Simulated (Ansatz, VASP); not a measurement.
In in VASP and in Ansatz

INCAR

```
SYSTEM = In
PREC     = Accurate       ! precision mode
ENCUT    = 520            ! plane-wave cutoff, eV
EDIFF    = 1E-7           ! SCF threshold, eV
ISMEAR   = -1             ! smearing method
SIGMA    = 0.05           ! smearing width, eV
LREAL    = .False.        ! projectors in reciprocal space
LASPH    = .True.         ! aspherical terms in the spheres
NELM     = 80             ! most SCF steps
ALGO     = Fast           ! electronic algorithm
ISIF     = 2              ! what is computed and relaxed
LWAVE    = .False.        ! write WAVECAR
LCHARG   = .False.        ! write CHGCAR
NBANDS   = 20             ! bands
```

File KPOINTS:

```
Automatic mesh
0
Gamma
  9 9 5
  0 0 0
```

File POSCAR:

```
In
1.0
    3.3354847820      0.0000000000      0.0000000000
   -1.6677423910      2.8886145552      0.0000000000
    0.0000000000      0.0000000000      5.5091429200
In
2
Direct
    0.6666666667      0.3333333333      0.7500000000
    0.3333333333      0.6666666667      0.2500000000
```

The input input.yaml:

```yaml
crystal:
  lattice:
    - [3.335484782, 0.0, 0.0]
    - [-1.667742391, 2.8886145552, 0.0]
    - [0.0, 0.0, 5.50914292]
  atoms:
    - { symbol: In, position: [0.6666666667, 0.3333333333, 0.75] }
    - { symbol: In, position: [0.3333333333, 0.6666666667, 0.25] }
kpoints:
  mp_grid: { grid: [9, 9, 5] }
  band_path:
    path:
      - [0.0, 0.0, 0.0]
      - [0.5, 0.0, 0.0]
      - [0.3333333333, 0.3333333333, 0.0]
      - [0.0, 0.0, 0.0]
      - [0.0, 0.0, 0.5]
      - [0.5, 0.0, 0.5]
      - [0.3333333333, 0.3333333333, 0.5]
      - [0.0, 0.0, 0.5]
    npoints: 10
scf:
  occupations: { method: fermi_dirac, width: 0.05 }
hamiltonian:
  xc: lda
  pseudopotentials: { kind: all_electron, lapw: { basis_error: 0.001 } }
output:
  forces: true
  stress: true
  eigenvalues: true
```

Alike in both runs: functional LDA; k mesh 9 × 9 × 5; occupations fermi-dirac, width 0.05 eV; no spin polarisation.

```csv
,VASP,Ansatz
version,VASP 6.6.1,Ansatz 0.2.0
potentials or method,"VASP PAW LDA potentials, release 64 (In_d), cutoff 520 eV","all-electron LAPW, scalar-relativistic"
task,single point,band structure
```

```csv
,VASP,Ansatz,Ansatz less VASP
gap on the k mesh at the Fermi level (eV),none,none,-
pressure (GPa),-2.9,-2.9,+0.03
"traceless stress, the component that is largest in VASP (GPa)",0.05,0.12,+0.073
```

LDA's correlation is that of Perdew and Zunger in VASP and of Perdew and Wang (1992) in Ansatz. A gap of «none» marks a metal or a gap that the smearing closes. Ansatz ran all-electron here, and VASP with PAW potentials.
